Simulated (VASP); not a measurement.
# AlAs (m) (F-43m) in VASP: a series of runs

The runs below take AlAs (m) through single point, relaxation of cell and atoms, with PBE.

Everything below comes from runs of VASP 6.6.1. Logs are shortened: lines on timing, memory, paths and dates and some standing lists are left out, and cuts for length are marked.

## 1. The cell of the first run

Symmetry: F-43m, No. 216, cubic system. The conventional cell has a = 5.676 Å, b = 5.676 Å, c = 5.676 Å, α = 90.00°, β = 90.00°, γ = 90.00°. Within 3.2 Å of Al (site symmetry -43m) lie 4 As at 2.46 Å. As (site symmetry -43m) has 4 Al at 2.46 Å within 3.2 Å.

## 2. Single point, PBE

INCAR reads:

```
SYSTEM = AlAs
PREC = Accurate ; ENCUT = 500
EDIFF = 1E-6 ; ISMEAR = 0
SIGMA = 0.1 ; LREAL = .False.
LASPH = .True. ; NELM = 120
ALGO = Normal ; ISIF = 2
LWAVE = .False. ; LCHARG = .False.
GGA = PE ; NBANDS = 11
GGA_COMPAT = .False.
```

KPOINTS reads:

```
regular mesh
0
Gamma
  6 6 6
  0 0 0
```

POSCAR reads:

```
AlAs
1.0
    0.0000000000      2.8379008000      2.8379008000
    2.8379008000      0.0000000000      2.8379008000
    2.8379008000      2.8379008000      0.0000000000
Al As
1 1
Direct
    0.0000000000      0.0000000000      0.0000000000
    0.2500000000      0.2500000000      0.2500000000
```

Potentials or basis: VASP PAW PBE potentials, release 64 (Al, As).

Started as:

```sh
> cat potpaw_PBE.64/Al/POTCAR potpaw_PBE.64/As/POTCAR > POTCAR
> mpirun -np 1 vasp_std > vasp.out
```

OUTCAR:

```text
SYSTEM = AlAs
   PREC = Accurate
   ENCUT = 500
   EDIFF = 1E-6
   ISMEAR = 0
   LREAL = .False.
   LASPH = .True.
   NELM = 120
   ISIF = 2
   GGA = PE

 ion  position               nearest neighbor table
   1  0.000  0.000  0.000-   2 2.46   2 2.46   2 2.46   2 2.46
   2  0.250  0.250  0.250-   1 2.46   1 2.46   1 2.46   1 2.46

  LATTYP: Found a face centered cubic cell.
 ALAT       =     5.6758016000

  Lattice vectors:

 A1 = (   0.0000000000,   2.8379008000,   2.8379008000)
 A2 = (   2.8379008000,   0.0000000000,   2.8379008000)
 A3 = (   2.8379008000,   2.8379008000,   0.0000000000)

Analysis of symmetry for initial positions (statically):
=====================================================================
 Subroutine PRICEL returns:
 Original cell was already a primitive cell.

 Routine SETGRP: Setting up the symmetry group for a
 face centered cubic supercell.

 Subroutine GETGRP returns: Found 24 space group operations
 (whereof 24 operations were pure point group operations)
 out of a pool of 48 trial point group operations.

The static configuration has the point symmetry T_d .

Analysis of symmetry for dynamics (positions and initial velocities):
=====================================================================
 Subroutine PRICEL returns:
 Original cell was already a primitive cell.

 Routine SETGRP: Setting up the symmetry group for a
 face centered cubic supercell.

 Subroutine GETGRP returns: Found 24 space group operations
 (whereof 24 operations were pure point group operations)
 out of a pool of 48 trial point group operations.

The dynamic configuration has the point symmetry T_d .

 Subroutine INISYM returns: Found 24 space group operations
 (whereof 24 operations are pure point group operations),
 and found     1 'primitive' translations

----------------------------------------------------------------------------------------

                                     Primitive cell

  volume of cell :      45.7111

  direct lattice vectors                    reciprocal lattice vectors
     0.000000000  2.837900800  2.837900800    -0.176186567  0.176186567  0.176186567
     2.837900800  0.000000000  2.837900800     0.176186567 -0.176186567  0.176186567
     2.837900800  2.837900800  0.000000000     0.176186567  0.176186567 -0.176186567

  length of vectors
     4.013397800  4.013397800  4.013397800     0.305164086  0.305164086  0.305164086

  position of ions in fractional coordinates (direct lattice)
     0.000000000  0.000000000  0.000000000
     0.250000000  0.250000000  0.250000000

  ion indices of the primitive-cell ions
   primitive index   ion index
                 1           1
                 2           2

----------------------------------------------------------------------------------------

 KPOINTS: regular mesh

Automatic generation of k-mesh.
 Grid dimensions read from file:
 generate k-points for:    6    6    6

 Generating k-lattice:

  Cartesian coordinates                     Fractional coordinates (reciprocal lattice)
    -0.029364428  0.029364428  0.029364428     0.166666667  0.000000000  0.000000000
     0.029364428 -0.029364428  0.029364428     0.000000000  0.166666667  0.000000000
     0.029364428  0.029364428 -0.029364428     0.000000000  0.000000000  0.166666667

  Length of vectors
     0.050860681  0.050860681  0.050860681

  Shift w.r.t. Gamma in fractional coordinates (k-lattice)
     0.000000000  0.000000000  0.000000000

 Subroutine IBZKPT returns following result:
 ===========================================

 Found     16 irreducible k-points:

 Following reciprocal coordinates:
            Coordinates               Weight
  0.000000  0.000000  0.000000      1.000000
  0.166667  0.000000  0.000000      8.000000
  0.333333  0.000000  0.000000      8.000000
  0.500000  0.000000  0.000000      4.000000
  0.166667  0.166667  0.000000      6.000000
  0.333333  0.166667  0.000000     24.000000
[... 8 lines left out ...]
 -0.333333  0.333333  0.166667     24.000000
 -0.333333  0.500000  0.166667     12.000000
   k-points           NKPTS =     16   k-points in BZ     NKDIM =     16   number of bands    NBANDS=     11
   number of dos      NEDOS =    301   number of ions     NIONS =      2
   total plane-waves  NPLWV =  27000
   dimension x,y,z NGX =    30 NGY =   30 NGZ =   30
   dimension x,y,z NGXF=    60 NGYF=   60 NGZF=   60
   ions per type =               1   1
   NGX,Y,Z   is equivalent  to a cutoff of  12.43, 12.43, 12.43 a.u.
   NGXF,Y,Z  is equivalent  to a cutoff of  24.85, 24.85, 24.85 a.u.
 SYSTEM =  AlAs
   PREC   = accura    normal or accurate (medium, high low for compatibility)
   ISTART =      0    job   : 0-new  1-cont  2-samecut
   ICHARG =      2    charge: 1-file 2-atom 10-const
   ISPIN  =      1    spin polarized calculation?
   LNONCOLLINEAR =      F non collinear calculations
   LSORBIT =      F    spin-orbit coupling
   LASPH  =      T    aspherical Exc in radial PAW
   ENCUT  =  500.0 eV  36.75 Ry    6.06 a.u.   7.32  7.32  7.32*2*pi/ulx,y,z
   NELM   =    120;   NELMIN=  2; NELMDL= -5     # of ELM steps
   EDIFF  = 0.1E-05   stopping-criterion for ELM
   LREAL  =      F    real-space projection
   EDIFFG = 0.1E-04   stopping-criterion for IOM
   NSW    =      0    number of steps for IOM
   IBRION =     -1    ionic relax: 0-MD 1-quasi-New 2-CG
   NFREE  =      0    steps in history (QN), initial steepest desc. (CG)
   ISIF   =      2    stress and relaxation
   ISYM   =      2    0-nonsym 1-usesym 2-fastsym
   POTIM  = 0.5000    time-step for ionic-motion
   TEBEG  =    0.0;   TEEND  =   0.0 temperature during run
   PSTRESS=    0.0 pullay stress
   NELECT =       8.0000    total number of electrons
   NUPDOWN=      -1.0000    fix difference up-down
   EMIN   =  10.00;   EMAX   =-10.00  energy-range for DOS
   EFERMI =   0.00;   METHOD = LEGACY
   ISMEAR =     0;   SIGMA  =   0.10  broadening in eV -4-tet -1-fermi 0-gaus
   EFERMI_NEDOS =   21; number of points for ismear=-14 and -15
   IALGO  =     38    algorithm
   IMIX   =      4    mixing-type and parameters
     AMIX     =   0.40;   BMIX     =  1.00
     AMIX_MAG =   1.60;   BMIX_MAG =  1.00
  volume/ion in A,a.u.               =      22.86       154.24
  Fermi-wavevector in a.u.,A,eV,Ry     =   0.915723  1.730466 11.409155  0.838549
  Thomas-Fermi vector in A             =   2.040497
   LORBIT       =      0    0 simple, 1 ext, 2 COOP (PROOUT), +10 PAW based schemes
   GGA     = PE    functional components
   LHFCALC =     F    Hartree Fock is set to
   AEXX    =    0.0000 exact exchange contribution
   IVDW    =     0    specifies the selected vdW correction
   LEPSILON=     F    determine dielectric tensor
   LRPA    =     F    only Hartree local field effects (RPA)
 non-spin polarized calculation
 Gauss-broadening in eV      SIGMA  =   0.10
  energy-cutoff  :      500.00
  volume of cell :       45.71
 maximum number of plane-waves:      1211
 NGX is ok and might be reduce to    30
   NGX = 15   NGY = 15   NGZ = 15

 number of electron       8.0000000 magnetization

 Free energy of the ion-electron system (eV)
  ---------------------------------------------------
  ext. energy  EPLUGINS =         0.00000000
  ---------------------------------------------------
  free energy    TOTEN  =        -9.36848920 eV

  energy without entropy =       -9.36848920  energy(sigma->0) =       -9.36848920

 E-fermi :   4.2890     XC(G=0):  -9.0081

 val. band max:        3.8273928861   @ k =   0.0000   0.0000   0.0000
 cond. band min:       5.2725722192   @ k =   0.5000   0.5000   0.0000
 fundamental gap:      1.4451793331
 Fermi energy:         4.2889906360

 k-point     1 :       0.0000    0.0000    0.0000
  band No.  band energies     occupation
      1      -7.9931      2.00000
      2       3.8274      2.00000
      3       3.8274      2.00000
      4       3.8274      2.00000
      5       5.8244      0.00000
      6       8.0973      0.00000
      7       8.0973      0.00000
      8       8.0973      0.00000
      9      12.6531      0.00000
     10      12.8199      0.00000
     11      12.8199      0.00000

 k-point     2 :       0.1667    0.0000    0.0000
  band No.  band energies     occupation
      1      -7.7274      2.00000
      2       1.7356      2.00000
      3       3.5660      2.00000
      4       3.5660      2.00000
      5       6.6119      0.00000
      6       8.5312      0.00000
      7       8.5312      0.00000
      8       8.9861      0.00000
      9      12.0449      0.00000
     10      12.0449      0.00000
     11      13.5339      0.00000

 k-point     3 :       0.3333    0.0000    0.0000
  band No.  band energies     occupation
      1      -7.0559      2.00000
      2      -0.6430      2.00000
      3       3.1678      2.00000
      4       3.1678      2.00000
      5       6.1642      0.00000
      6       8.6752      0.00000
      7       8.6752      0.00000
      8      11.2908      0.00000
      9      12.8464      0.00000
     10      12.8464      0.00000
     11      13.1565      0.00000

 k-point     4 :       0.5000    0.0000    0.0000
  band No.  band energies     occupation
      1      -6.5894      2.00000
      2      -1.7118      2.00000
      3       3.0070      2.00000
      4       3.0070      2.00000
      5       5.9387      0.00000
      6       8.4980      0.00000
      7       8.4980      0.00000
      8      11.5609      0.00000
      9      14.9571      0.00000
     10      15.3487      0.00000
     11      15.3487      0.00000
[... 127 lines left out ...]
 k-point    14 :       0.5000    0.3333    0.1667
  band No.  band energies     occupation
      1      -6.5362      2.00000
      2      -0.7949      2.00000
      3       1.1283      2.00000
      4       2.1928      2.00000
      5       7.4881      0.00000
      6       8.3470      0.00000
      7       8.9660      0.00000
      8      11.7095      0.00000
      9      13.0515      0.00000
     10      14.4831      0.00000
     11      16.7842      0.00000

 k-point    15 :      -0.3333    0.3333    0.1667
  band No.  band energies     occupation
      1      -6.1809      2.00000
      2      -1.2746      2.00000
      3       0.6798      2.00000
      4       1.8170      2.00000
      5       7.7509      0.00000
      6       8.3932      0.00000
      7      10.5003      0.00000
      8      11.2091      0.00000
      9      12.1376      0.00000
     10      15.2646      0.00000
     11      16.5402      0.00000

 k-point    16 :      -0.3333    0.5000    0.1667
  band No.  band energies     occupation
      1      -6.0222      2.00000
      2      -1.3465      2.00000
      3       0.9165      2.00000
      4       1.1609      2.00000
      5       6.9965      0.00000
      6       7.9240      0.00000
      7      10.9170      0.00000
      8      11.6133      0.00000
      9      14.3649      0.00000
     10      16.0608      0.00000
     11      16.3414      0.00000

------------------------ aborting loop because EDIFF is reached ----------------------------------------

  FORCE on cell =-STRESS in cart. coord.  units (eV):
  Direction    XX          YY          ZZ          XY          YZ          ZX
  --------------------------------------------------------------------------------------
  -------------------------------------------------------------------------------------
  Total        0.6192547      0.6192547      0.6192547      0.0000000      0.0000000      0.0000000
  in kB       21.7049252     21.7049252     21.7049252      0.0000000      0.0000000      0.0000000
  external PRESSURE =      21.7049252 kB  Pullay stress =       0.0000000 kB

 VOLUME and BASIS-vectors are now :
 -----------------------------------------------------------------------------
  energy-cutoff  :      500.00
  volume of cell :       45.71
      direct lattice vectors                 reciprocal lattice vectors
     0.000000000  2.837900800  2.837900800    -0.176186567  0.176186567  0.176186567
     2.837900800  0.000000000  2.837900800     0.176186567 -0.176186567  0.176186567
     2.837900800  2.837900800  0.000000000     0.176186567  0.176186567 -0.176186567

 POSITION                                       TOTAL-FORCE (eV/Angst)
 -----------------------------------------------------------------------------------
      0.00000      0.00000      0.00000        -0.000000     -0.000000     -0.000000
      1.41895      1.41895      1.41895         0.000000      0.000000      0.000000
 -----------------------------------------------------------------------------------
    total drift:                               -0.000000     -0.000000     -0.000000

  FREE ENERGIE OF THE ION-ELECTRON SYSTEM (eV)
  ---------------------------------------------------
  free  energy   TOTEN  =        -9.3684892028 eV

  energy  without entropy=       -9.3684892028  energy(sigma->0) =       -9.36848920
```

Run time: 12 s. Hardware: 1 thread of Intel Xeon 6975P-C, shared host; peak memory 0.16 GiB.

Results:

| Item | Value |
| --- | --- |
| Free energy | -9.3685 eV |
| Pressure | 2.2 GPa |
| Band gap on the k mesh | 1.45 eV, indirect (least direct gap 2.00 eV) |

(Part 1 of 2 ends here.)
